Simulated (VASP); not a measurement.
Here is a VASP 6.6.1 calculation.

Contents of POSCAR:

```
GaP
1.0
    0.0000000000      2.7253992947      2.7253992947
    2.7253992947      0.0000000000      2.7253992947
    2.7253992947      2.7253992947      0.0000000000
Ga P
1 1
Direct
    0.0000000000      0.0000000000      0.0000000000
    0.2500000000      0.2500000000      0.2500000000
```

Contents of INCAR.step1:

```
ALGO = Normal ; EDIFF = 1E-5
ENCUT = 520 ; GGA = PE
ISIF = 2 ; ISMEAR = 0
LASPH = T ; LCHARG = F
LREAL = F ; LWAVE = T
NBANDS = 16 ; NELM = 80
PREC = Accurate ; SIGMA = 0.01
```

The input INCAR.step2:

```
ALGO = Normal ; EDIFF = 1E-6
ENCUT = 520 ; GGA = PE
HFSCREEN = 0.2079 ; ISIF = 2
ISMEAR = 0 ; ISTART = 1
LASPH = T ; LCHARG = F
LHFCALC = T ; LREAL = F
LWAVE = F ; NBANDS = 16
NELM = 80 ; PREC = Accurate
PRECFOCK = Normal ; SIGMA = 0.01
```

Contents of KPOINTS:

```
k-points
0
Gamma
  6 6 6
```

Potentials or basis: VASP PAW PBE potentials, release 64 (Ga_d, P).

The run is started by

```sh
$ cat potpaw_PBE.64/Ga_d/POTCAR potpaw_PBE.64/P/POTCAR > POTCAR
$ cp INCAR.step1 INCAR
$ mpirun -np 1 vasp_std > vasp.out
$ cp INCAR.step2 INCAR
$ mpirun -np 1 vasp_std > vasp.out
```

(1) Estimate the pressure.

(2) Estimate the band gap on the k mesh.

Answers

(1) 0.6 GPa.

(2) 2.29 eV (least direct gap 2.79 eV).

Caveat: the PAW data sets were made with another functional, which shifts forces and pressure a little.
